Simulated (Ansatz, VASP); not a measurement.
## MnCd2 in VASP and in Ansatz

```
Mn Cd
1.0
     0.00000    3.09792    3.09792
     3.09792    0.00000    3.09792
     3.09792    3.09792    0.00000
Mn Cd
1 2
Direct
  0.00000 0.00000 0.00000
  0.25000 0.25000 0.25000
  0.75000 0.75000 0.75000
```

Alike in both runs: task relaxation of cell and atoms; functional PBE; k mesh 6 × 6 × 6; occupations gaussian, width 0.1 eV; collinear spin.

```csv
,VASP,Ansatz
version,VASP 6.6.1,Ansatz 0.2.0
potentials or method,"VASP PAW PBE potentials, release 64 (Mn_pv, Cd), cutoff 600 eV","scalar-relativistic, plane waves, PAW"
valence electrons in the cell,37,55
```

```tsv
	VASP	Ansatz	Ansatz less VASP
gap on the k mesh at the Fermi level, each at its own relaxed structure (eV)	none	none	-
net moment per atom (μB)	1.26	1.26	+0.001
size of the moment on the site where the two differ most (μB)	3.74	3.80	+0.051
relaxed volume (Å³/atom)	22.79	22.86	+0.072
relaxed cell length with the largest relative difference (Å)	4.590	4.595	+0.0048
```

Site moments also hang on the region over which each program counts them. A gap of «none» marks a metal or a gap that the smearing closes. VASP's potentials hold 37 valence electrons a cell and Ansatz's 55, so a difference there can come from the potentials and not from the codes.
